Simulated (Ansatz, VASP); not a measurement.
One calculation of ZnSe, two programs

```xyz
2
Lattice="0.0000 2.6993 2.6993 2.6993 0.0000 2.6993 2.6993 2.6993 0.0000" Properties=species:S:1:pos:R:3 pbc="T T T"
Zn    0.0000    0.0000    0.0000
Se    1.3497    1.3497    1.3497
```

Change from the starting cell: volume scaled by 0.88, PAW files.

Alike in both runs: task single point; functional PBEsol; k mesh 11 × 11 × 11; occupations fermi-dirac, width 0.08 eV; no spin polarisation.

|  | VASP | Ansatz |
| --- | --- | --- |
| version | VASP 6.6.1 | Ansatz 0.2.0 |
| potentials or method | VASP PAW PBE potentials, release 64 (Zn, Se) | PAW with Ansatz's default frozen-core files, scalar-relativistic |
| plane-wave cutoff (eV) | 520 | 420 |
| valence electrons in the cell | 18 | 28 |

```tsv
	VASP	Ansatz	Ansatz less VASP
pressure (GPa)	11.6	11.1	-0.45
```

VASP's potentials were made for PBE, not for PBEsol. VASP's potentials hold 18 valence electrons a cell and Ansatz's 28, so a difference there can come from the potentials and not from the codes.
